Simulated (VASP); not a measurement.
The system is HfSc2N2.

```xyz
5
Lattice="-1.9362 1.9362 4.9302 1.9362 -1.9362 4.9302 1.9362 1.9362 -4.9302" Properties=species:S:1:pos:R:3 pbc="T T T"
Hf    0.0000    0.0000    0.0000
Sc    0.0000    0.0000    6.2809
Sc    0.0000    0.0000    3.5795
N     0.0000    1.9362    2.4651
N     1.9362    0.0000    2.4651
```

* Program: VASP 6.6.1
* Task: relaxation of cell and atoms
* Functional: PBE
* Potentials or basis: VASP PAW PBE potentials, release 64 (Hf_pv, Sc_sv, N)
* Cutoff: 600 eV
* k mesh: 6 × 6 × 6
* Occupations: gaussian, width 0.1 eV
* Spin: no spin polarisation

At the start: pressure -1.9 GPa; volume 14.79 Å³/atom.

How do energy, volume and symmetry change on relaxing?

Over 8 steps the energy falls by 420.3 meV/atom and the volume is 15.05 Å³/atom (+1.7 %); space group I4/mmm (No. 139, to 0.05 Å).

The path:
```csv
step,energy change (eV),largest force (eV/Å),pressure (GPa),volume (Å³)
1,0.0000,5.8539,-1.93,73.93
2,-2.0405,0.3139,4.59,71.81
3,-2.0446,0.1263,5.09,71.71
4,-2.0446,0.0421,5.33,71.66
5,-2.0648,0.3995,-3.65,76.69
6,-2.0907,0.2554,-0.07,74.47
7,-2.0994,0.0952,0.00,74.89
8,-2.1013,0.0238,0.08,75.23
```

Final structure:
```
Hf Sc N
1.0
    -2.01037    2.01037    4.65327
     2.01037   -2.01037    4.65327
     2.01037    2.01037   -4.65327
Hf Sc N
1 2 2
Direct
  0.00000 0.00000 0.00000
  0.67111 0.67111 0.00000
  0.32889 0.32889 0.00000
  0.75000 0.25000 0.50000
  0.25000 0.75000 0.50000
```

Caveat: the k points lie up to 0.37 Å⁻¹ apart in the final cell.
